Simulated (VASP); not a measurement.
Runs of VASP 6.6.1 on WC. The structure is that of space group Fm-3m (No. 225), or close to it. The cells are those of the table. 

| cell | gap on the mesh (eV) | pressure (GPa) |
| --- | --- | --- |
| a = 3.048 Å, angles 60.0°, 2 atoms | none | (c) |
| a = 3.201 Å, angles 60.0°, 2 atoms | none | -31.6 |
| a = 2.994 Å, angles 60.0°, 2 atoms | none | 45.0 |
| a = 3.177 Å, angles 60.0°, 2 atoms | none | -25.9 |
| a = 3.127 Å, angles 60.0°, 2 atoms | none | -11.9 |
| a = 3.075 Å, angles 60.0°, 2 atoms | none | (a) |
| a = 3.152 Å, angles 60.0°, 2 atoms | none | (b) |
| a = 3.101 Å, angles 60.0°, 2 atoms | none | -3.4 |

Alike in all rows: task single point; level r2SCAN; potentials or basis VASP PAW PBE potentials, release 64 (W_sv, C); no spin polarisation; k mesh 11 × 11 × 11; cutoff (eV) 520; smearing fermi-dirac 0.1 eV.

**Question.** Estimate the missing entries.

**Answer.** (a) 6.4; (b) -19.4; (c) 17.6.

Caveats: the PAW data sets were made with another functional, which shifts forces and pressure a little; spin-orbit coupling is left out, which moves the levels of the heavy elements.

A k mesh can miss the band edges, and the runs leave out spin-orbit coupling on W.

A gap of «none» marks levels without a gap at the run's occupations.
